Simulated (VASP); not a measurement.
# ZrSi23C24 (a cell with a defect) in VASP: electric field gradients with PBE

Aim: the electric field gradients of ZrSi23C24 (a cell with a defect) with PBE.

Everything below comes from runs of VASP 6.6.1. Logs are shortened: lines on timing, memory, paths and dates and some standing lists are left out, and cuts for length are marked.

### 1 The cell of the first run

The cell holds a defect, 48 atoms: a = 6.190 Å, b = 6.190 Å, c = 15.170 Å, α = 90.00°, β = 90.00°, γ = 120.00°.

### 2 Electric field gradients, PBE

Input file INCAR:

```
ALGO = Normal
EDIFF = 1E-8
ENCUT = 520
GGA = PE
ISIF = 2
ISMEAR = -1
LASPH = T
LCHARG = F
LEFG = T
LREAL = Auto
LWAVE = F
NBANDS = 130
NELM = 100
PREC = Accurate
SIGMA = 0.01
```

Input file KPOINTS:

```
k-points
0
Gamma
  4 4 2
```

Input file POSCAR:

```
ZrSi23C24
1.0
    6.1900000000      0.0000000000      0.0000000000
   -3.0950000000      5.3606972494      0.0000000000
    0.0000000000      0.0000000000     15.1700000000
Si Zr C
23 1 24
Direct
    0.0000000000      0.0000000000      0.1250000000
    0.0000000000      0.5000000000      0.1250000000
    0.5000000000      0.0000000000      0.1250000000
    0.5000000000      0.5000000000      0.1250000000
    0.0000000000      0.0000000000      0.6250000000
    0.0000000000      0.5000000000      0.6250000000
    0.5000000000      0.0000000000      0.6250000000
    0.5000000000      0.5000000000      0.6250000000
    0.1666666666      0.3333333334      0.2917000000
    0.1666666666      0.8333333334      0.2917000000
    0.6666666666      0.3333333334      0.2917000000
    0.6666666666      0.8333333334      0.2917000000
    0.3333333334      0.1666666666      0.7917000000
    0.3333333334      0.6666666666      0.7917000000
    0.8333333334      0.1666666666      0.7917000000
    0.8333333334      0.6666666666      0.7917000000
    0.1666666666      0.8333333334      0.9583000000
    0.6666666666      0.3333333334      0.9583000000
    0.6666666666      0.8333333334      0.9583000000
    0.3333333334      0.1666666666      0.4583000000
    0.3333333334      0.6666666666      0.4583000000
    0.8333333334      0.1666666666      0.4583000000
    0.8333333334      0.6666666666      0.4583000000
    0.1666666666      0.3333333334      0.9583000000
    0.0000000000      0.0000000000      0.0000000000
    0.0000000000      0.5000000000      0.0000000000
    0.5000000000      0.0000000000      0.0000000000
    0.5000000000      0.5000000000      0.0000000000
    0.0000000000      0.0000000000      0.5000000000
    0.0000000000      0.5000000000      0.5000000000
    0.5000000000      0.0000000000      0.5000000000
    0.5000000000      0.5000000000      0.5000000000
    0.1666666666      0.3333333334      0.1667000000
    0.1666666666      0.8333333334      0.1667000000
    0.6666666666      0.3333333334      0.1667000000
    0.6666666666      0.8333333334      0.1667000000
    0.3333333334      0.1666666666      0.6667000000
    0.3333333334      0.6666666666      0.6667000000
    0.8333333334      0.1666666666      0.6667000000
    0.8333333334      0.6666666666      0.6667000000
    0.1666666666      0.3333333334      0.8333000000
    0.1666666666      0.8333333334      0.8333000000
    0.6666666666      0.3333333334      0.8333000000
    0.6666666666      0.8333333334      0.8333000000
    0.3333333334      0.1666666666      0.3333000000
    0.3333333334      0.6666666666      0.3333000000
    0.8333333334      0.1666666666      0.3333000000
    0.8333333334      0.6666666666      0.3333000000
```

Potentials or basis: VASP PAW PBE potentials, release 64 (Si, Zr_sv, C).

On the command line:

```
cat potpaw_PBE.64/Si/POTCAR potpaw_PBE.64/Zr_sv/POTCAR potpaw_PBE.64/C/POTCAR > POTCAR
mpirun -np 1 vasp_std > vasp.out
```

OUTCAR:

```text
EDIFF = 1E-8
   ENCUT = 520
   GGA = PE
   ISIF = 2
   ISMEAR = -1
   LASPH = T
   LREAL = Auto
   NELM = 100
   PREC = Accurate

 ion  position               nearest neighbor table
   1  0.000  0.000  0.125-  34 1.90  33 1.90  36 1.90  25 1.90   2 3.09   4 3.09   2 3.09   4 3.09
                             3 3.10   3 3.10  17 3.10  10 3.10  24 3.10   9 3.10  12 3.10  19 3.10
   2  0.000  0.500  0.125-  33 1.90  34 1.90  35 1.90  26 1.90   1 3.09   3 3.09   1 3.09   3 3.09
                             4 3.10   4 3.10  24 3.10   9 3.10  10 3.10  17 3.10  11 3.10  18 3.10
   3  0.500  0.000  0.125-  36 1.90  35 1.90  34 1.90  27 1.90   2 3.09   4 3.09   4 3.09   2 3.09
                             1 3.10   1 3.10  19 3.10  12 3.10  11 3.10  18 3.10  17 3.10  10 3.10
   4  0.500  0.500  0.125-  35 1.90  36 1.90  33 1.90  28 1.90   1 3.09   3 3.09   3 3.09   1 3.09
                             2 3.10   2 3.10  18 3.10  11 3.10  19 3.10  12 3.10  24 3.10   9 3.10
   5  0.000  0.000  0.625-  39 1.90  40 1.90  37 1.90  29 1.90   6 3.09   8 3.09   6 3.09   8 3.09
                             7 3.10   7 3.10  22 3.10  15 3.10  23 3.10  16 3.10  20 3.10  13 3.10
   6  0.000  0.500  0.625-  40 1.90  39 1.90  38 1.90  30 1.90   5 3.09   7 3.09   5 3.09   7 3.09
                             8 3.10   8 3.10  23 3.10  16 3.10  15 3.10  22 3.10  21 3.10  14 3.10
   7  0.500  0.000  0.625-  37 1.90  38 1.90  39 1.90  31 1.90   6 3.09   8 3.09   8 3.09   6 3.09
                             5 3.10   5 3.10  20 3.10  13 3.10  21 3.10  14 3.10  22 3.10  15 3.10
   8  0.500  0.500  0.625-  38 1.90  37 1.90  40 1.90  32 1.90   5 3.09   7 3.09   7 3.09   5 3.09
                             6 3.10   6 3.10  21 3.10  14 3.10  13 3.10  20 3.10  23 3.10  16 3.10
   9  0.167  0.333  0.292-  46 1.90  47 1.90  45 1.90  33 1.90  10 3.09  12 3.09  10 3.09  12 3.09
[... 53 lines left out ...]
  47  0.833  0.167  0.333-  12 1.90   9 1.90  11 1.90  22 1.90
  48  0.833  0.667  0.333-  11 1.90  10 1.90  12 1.90  23 1.90

  LATTYP: Found a hexagonal cell.
 ALAT       =     6.1900000000
 C/A-ratio  =     2.4507269790

  Lattice vectors:

 A1 = (   6.1900000000,   0.0000000000,   0.0000000000)
 A2 = (  -3.0950000000,   5.3606972494,   0.0000000000)
 A3 = (   0.0000000000,   0.0000000000,  15.1700000000)

Analysis of symmetry for initial positions (statically):
=====================================================================
 Subroutine PRICEL returns:
 Original cell was already a primitive cell.

 Routine SETGRP: Setting up the symmetry group for a
 hexagonal supercell.

 Subroutine GETGRP returns: Found  6 space group operations
 (whereof  2 operations were pure point group operations)
 out of a pool of 24 trial point group operations.

The static configuration has the point symmetry C_1h.
 The point group associated with its full space group is C_3v.

Analysis of symmetry for dynamics (positions and initial velocities):
=====================================================================
 Subroutine PRICEL returns:
 Original cell was already a primitive cell.

 Routine SETGRP: Setting up the symmetry group for a
 hexagonal supercell.

 Subroutine GETGRP returns: Found  6 space group operations
 (whereof  2 operations were pure point group operations)
 out of a pool of 24 trial point group operations.

The dynamic configuration has the point symmetry C_1h.
 The point group associated with its full space group is C_3v.

 Subroutine INISYM returns: Found  6 space group operations
 (whereof  2 operations are pure point group operations),
 and found     1 'primitive' translations

----------------------------------------------------------------------------------------

                                     Primitive cell

  volume of cell :     503.3818

  direct lattice vectors                    reciprocal lattice vectors
     6.190000000  0.000000000  0.000000000     0.161550889  0.093271449  0.000000000
    -3.095000000  5.360697249  0.000000000     0.000000000  0.186542898  0.000000000
     0.000000000  0.000000000 15.170000000     0.000000000  0.000000000  0.065919578

  length of vectors
     6.190000000  6.190000000 15.170000000     0.186542898  0.186542898  0.065919578

  position of ions in fractional coordinates (direct lattice)
     0.000000000  0.000000000  0.125000000
     0.000000000  0.500000000  0.125000000
     0.500000000  0.000000000  0.125000000
     0.500000000  0.500000000  0.125000000
     0.000000000  0.000000000  0.625000000
     0.000000000  0.500000000  0.625000000
[... 40 lines left out ...]
     0.833333333  0.166666667  0.333300000
[... 122 lines left out ...]
   ISMEAR =    -1;   SIGMA  =   0.01  broadening in eV -4-tet -1-fermi 0-gaus
   EFERMI_NEDOS =   21; number of points for ismear=-14 and -15
   IALGO  =     38    algorithm
   IMIX   =      4    mixing-type and parameters
     AMIX     =   0.40;   BMIX     =  1.00
     AMIX_MAG =   1.60;   BMIX_MAG =  1.00
  volume/ion in A,a.u.               =      10.49        70.77
  Fermi-wavevector in a.u.,A,eV,Ry     =   1.203517  2.274318 19.707411  1.448454
  Thomas-Fermi vector in A             =   2.339268
   LORBIT       =      0    0 simple, 1 ext, 2 COOP (PROOUT), +10 PAW based schemes
   GGA     = PE    functional components
   LHFCALC =     F    Hartree Fock is set to
   AEXX    =    0.0000 exact exchange contribution
   IVDW    =     0    specifies the selected vdW correction
   LEPSILON=     F    determine dielectric tensor
   LRPA    =     F    only Hartree local field effects (RPA)
 non-spin polarized calculation
  energy-cutoff  :      520.00
  volume of cell :      503.38
 maximum number of plane-waves:     13665
 NGX is ok and might be reduce to    48
   NGX = 23   NGY = 23   NGZ = 57

 number of electron     200.0000008 magnetization

 Free energy of the ion-electron system (eV)
  ---------------------------------------------------
  ext. energy  EPLUGINS =         0.00000000
  ---------------------------------------------------
  free energy    TOTEN  =      -359.62615180 eV

  energy without entropy =     -359.62615180  energy(sigma->0) =     -359.62615180

 E-fermi :   8.3791     XC(G=0): -11.3632

 val. band max:        8.1285353287   @ k =   0.5000   0.0000   0.5000
 cond. band min:      10.1274794604   @ k =   0.0000   0.0000   0.0000
 fundamental gap:      1.9989441318
 Fermi energy:         8.3790803505

 k-point     1 :       0.0000    0.0000    0.0000
  band No.  band energies     occupation
      1     -37.8311      2.00000
      2     -16.5815      2.00000
      3     -16.5761      2.00000
      4     -16.5761      2.00000
      5      -7.1401      2.00000
      6      -6.6626      2.00000
[... 909 lines left out ...]
    111      12.9289      0.00000
    112      13.0288      0.00000
 [bands above 112 left out]

------------------------ aborting loop because EDIFF is reached ----------------------------------------

  FORCE on cell =-STRESS in cart. coord.  units (eV):
  Direction    XX          YY          ZZ          XY          YZ          ZX
  --------------------------------------------------------------------------------------
  -------------------------------------------------------------------------------------
  Total       20.6322477     20.6322477     21.3960919     -0.0000000     -0.0000000      0.0000000
  in kB       65.6688807     65.6688807     68.1000650     -0.0000000     -0.0000000      0.0000000
  external PRESSURE =      66.4792754 kB  Pullay stress =       0.0000000 kB

 VOLUME and BASIS-vectors are now :
 -----------------------------------------------------------------------------
  energy-cutoff  :      520.00
  volume of cell :      503.38
      direct lattice vectors                 reciprocal lattice vectors
     6.190000000  0.000000000  0.000000000     0.161550889  0.093271449  0.000000000
    -3.095000000  5.360697249  0.000000000     0.000000000  0.186542898  0.000000000
     0.000000000  0.000000000 15.170000000     0.000000000  0.000000000  0.065919578

 POSITION                                       TOTAL-FORCE (eV/Angst)
 -----------------------------------------------------------------------------------
      0.00000      0.00000      1.89625        -0.000000     -0.353749     -0.142969
     -1.54750      2.68035      1.89625        -0.306356      0.176874     -0.142969
      3.09500      0.00000      1.89625        -0.000000     -0.000000      0.092218
      1.54750      2.68035      1.89625         0.306356      0.176874     -0.142969
      0.00000      0.00000      9.48125        -0.000000      0.029764      0.071905
     -1.54750      2.68035      9.48125         0.025776     -0.014882      0.071905
[... 40 lines left out ...]
      4.64250      0.89345      5.05616         0.010522      0.006075     -0.036115
      3.09500      3.57380      5.05616        -0.000000     -0.000000     -0.020599
 -----------------------------------------------------------------------------------
    total drift:                                0.000001     -0.000000     -0.001767

  FREE ENERGIE OF THE ION-ELECTRON SYSTEM (eV)
  ---------------------------------------------------
  free  energy   TOTEN  =      -359.6261517973 eV

  energy  without entropy=     -359.6261517973  energy(sigma->0) =     -359.62615180

 Electric field gradients (V/A^2)
---------------------------------------------------------------------
 ion       V_xx      V_yy      V_zz      V_xy      V_xz      V_yz
---------------------------------------------------------------------
   1      -1.966    -1.825     3.791    -0.000     0.000    -1.639
   2      -1.860    -1.931     3.791    -0.061    -1.420     0.820
   3       0.509     0.508    -1.017    -0.000     0.000    -0.000
   4      -1.860    -1.931     3.791     0.061     1.420     0.820
   5       0.680     0.878    -1.559    -0.000    -0.000    -0.159
   6       0.829     0.730    -1.559    -0.086    -0.138     0.080
[... 40 lines left out ...]
  47      -0.012    -0.090     0.102     0.067    -0.086    -0.049
  48      -0.060    -0.060     0.120    -0.000     0.000    -0.000
---------------------------------------------------------------------

 Electric field gradients after diagonalization (V/A^2)
 (convention: |V_zz| > |V_xx| > |V_yy|)
----------------------------------------------------------------------
 ion       V_xx      V_yy      V_zz     asymmetry (V_yy - V_xx)/ V_zz
----------------------------------------------------------------------
   1      -2.269    -1.966     4.235       0.072
   2      -2.269    -1.966     4.235       0.071
   3       0.509     0.508    -1.017       0.000
   4      -2.269    -1.966     4.235       0.072
   5       0.889     0.680    -1.569       0.133
   6       0.889     0.680    -1.569       0.133
[... 40 lines left out ...]
  47      -0.129    -0.041     0.170       0.514
  48      -0.061    -0.060     0.120       0.005
----------------------------------------------------------------------

           NMR quadrupolar parameters

 Cq : quadrupolar parameter    Cq=e*Q*V_zz/h
 eta: asymmetry parameters     (V_yy - V_xx)/ V_zz
 Q  : nuclear electric quadrupole moment in mb (millibarn)
----------------------------------------------------------------------
 ion       Cq(MHz)       eta       Q (mb)
----------------------------------------------------------------------
   1       0.010       0.072       1.000
   2       0.010       0.071       1.000
   3      -0.002       0.000       1.000
   4       0.010       0.072       1.000
   5      -0.004       0.133       1.000
   6      -0.004       0.133       1.000
[... 40 lines left out ...]
  47       0.000       0.514       1.000
  48       0.000       0.005       1.000
----------------------------------------------------------------------
```

It took 21 min on 1 thread of Intel Xeon Platinum 8488C (Sapphire Rapids), shared host; peak memory 0.76 GiB.

Results:

```
Free energy                             : -359.6262 eV
Pressure                                : 6.6 GPa
Largest force                           : 7.227 eV/Å
Band gap on the k mesh                  : 2.00 eV
Largest electric field gradient by atom : Si +4.2, -1.0, -1.6, -0.6, +2.5, +1.4, +4.6, +0.8, +6.4, +2.1, +1.8 (each value once); Zr +8.6; C -22.4, +0.6, +1.7, +1.5, +0.7, -0.7, +0.8, +0.2, +0.1 (each value once) V/Å²
```

Forces on the atoms (eV/Å):
```
Si   0.000 -0.354 -0.143
Si  -0.306  0.177 -0.143
Si   0.000  0.000  0.092
Si   0.306  0.177 -0.143
Si   0.000  0.030  0.072
Si   0.026 -0.015  0.072
Si   0.000  0.000  0.029
Si  -0.026 -0.015  0.072
Si   0.000  0.000  0.134
Si   0.003  0.002  0.032
Si   0.000 -0.004  0.032
Si  -0.003  0.002  0.032
Si  -0.136  0.079 -0.161
Si   0.000 -0.157 -0.161
Si   0.136  0.079 -0.161
Si   0.000  0.000 -0.008
Si  -0.266 -0.154  0.240
Si   0.000  0.308  0.240
Si   0.266 -0.154  0.240
Si   0.011 -0.006  0.079
Si   0.000  0.013  0.079
Si  -0.011 -0.006  0.079
Si   0.000  0.000  0.066
Zr   0.000  0.000  0.321
C    0.000 -6.641  2.329
C   -5.752  3.321  2.329
C    0.000  0.000 -0.105
C    5.752  3.321  2.329
C    0.000  0.001 -0.148
C    0.001  0.000 -0.148
C    0.000  0.000 -0.198
C   -0.001  0.000 -0.148
C    0.000  0.000 -0.053
C    0.041  0.023  0.061
C    0.000 -0.047  0.061
C   -0.041  0.023  0.061
C    0.093 -0.053 -0.023
C    0.000  0.107 -0.023
C   -0.093 -0.053 -0.023
C    0.000  0.000  0.060
C    0.000  0.000 -7.227
C    0.018  0.010  0.001
C    0.000 -0.020  0.001
C   -0.018  0.010  0.001
C   -0.011  0.006 -0.036
C    0.000 -0.012 -0.036
C    0.011  0.006 -0.036
C    0.000  0.000 -0.021
```

Stress tensor (GPa, compression positive):
```
6.57 0.00 0.00
0.00 6.57 0.00
0.00 0.00 6.81
```

Levels at points of the mesh, in eV from the valence-band top:
```tsv
k point	band 96	band 97	band 98	band 99	band 100	band 101	band 102	band 103	band 104	band 105
(0.00, 0.00, 0.00)	-0.29	-0.29	-0.21	-0.03	-0.03	2.00	2.02	2.02	2.23	2.23
(0.50, 0.00, 0.00)	-0.66	-0.58	-0.53	-0.28	-0.02	3.32	3.47	3.55	3.70	3.81
(0.00, 0.00, 0.50)	-0.45	-0.23	-0.23	-0.05	-0.05	2.04	2.04	2.10	2.13	2.13
(0.50, 0.00, 0.50)	-0.74	-0.68	-0.59	-0.29	0.00	3.35	3.54	3.55	3.68	3.76
```

Electric field gradients, principal values (V/Å²):
| atom | least | middle | greatest (by size) |
| --- | --- | --- | --- |
| 1 Si | -1.966 | -2.269 | 4.235 |
| 2 Si | -1.966 | -2.269 | 4.235 |
| 3 Si | 0.508 | 0.509 | -1.017 |
| 4 Si | -1.966 | -2.269 | 4.235 |
| 5 Si | 0.680 | 0.889 | -1.569 |
| 6 Si | 0.680 | 0.889 | -1.569 |
| 7 Si | 0.302 | 0.302 | -0.604 |
| 8 Si | 0.680 | 0.889 | -1.569 |
| 9 Si | -1.228 | -1.229 | 2.457 |
| 10 Si | -0.659 | -0.691 | 1.350 |
| 11 Si | -0.659 | -0.691 | 1.350 |
| 12 Si | -0.659 | -0.690 | 1.350 |
| 13 Si | -1.578 | -2.975 | 4.552 |
| 14 Si | -1.577 | -2.975 | 4.552 |
| 15 Si | -1.577 | -2.975 | 4.552 |
| 16 Si | -0.402 | -0.403 | 0.805 |
| 17 Si | -2.027 | -4.341 | 6.368 |
| 18 Si | -2.027 | -4.341 | 6.368 |
| 19 Si | -2.027 | -4.341 | 6.368 |
| 20 Si | -0.942 | -1.189 | 2.131 |
| 21 Si | -0.942 | -1.189 | 2.131 |
| 22 Si | -0.942 | -1.189 | 2.131 |
| 23 Si | -0.920 | -0.920 | 1.841 |
| 24 Zr | -4.299 | -4.299 | 8.599 |
| 25 C | 10.559 | 11.863 | -22.422 |
| 26 C | 10.559 | 11.863 | -22.422 |
| 27 C | -0.309 | -0.309 | 0.618 |
| 28 C | 10.559 | 11.863 | -22.422 |
| 29 C | -0.824 | -0.866 | 1.690 |
| 30 C | -0.824 | -0.866 | 1.690 |
| 31 C | -0.734 | -0.735 | 1.468 |
| 32 C | -0.824 | -0.866 | 1.690 |
| 33 C | -0.331 | -0.331 | 0.662 |
| 34 C | 0.263 | 0.411 | -0.674 |
| 35 C | 0.263 | 0.411 | -0.674 |
| 36 C | 0.263 | 0.411 | -0.673 |
| 37 C | -0.286 | -0.403 | 0.689 |
| 38 C | -0.285 | -0.404 | 0.689 |
| 39 C | -0.285 | -0.404 | 0.689 |
| 40 C | -0.378 | -0.379 | 0.758 |
| 41 C | 11.225 | 11.225 | -22.450 |
| 42 C | -0.056 | -0.502 | 0.558 |
| 43 C | -0.056 | -0.502 | 0.558 |
| 44 C | -0.057 | -0.502 | 0.558 |
| 45 C | -0.041 | -0.129 | 0.170 |
| 46 C | -0.041 | -0.129 | 0.170 |
| 47 C | -0.041 | -0.129 | 0.170 |
| 48 C | -0.060 | -0.061 | 0.120 |

Caveat: without QUAD_EFG the Cq values of the log hold for a quadrupole moment of 1 mb, not for the nuclei.
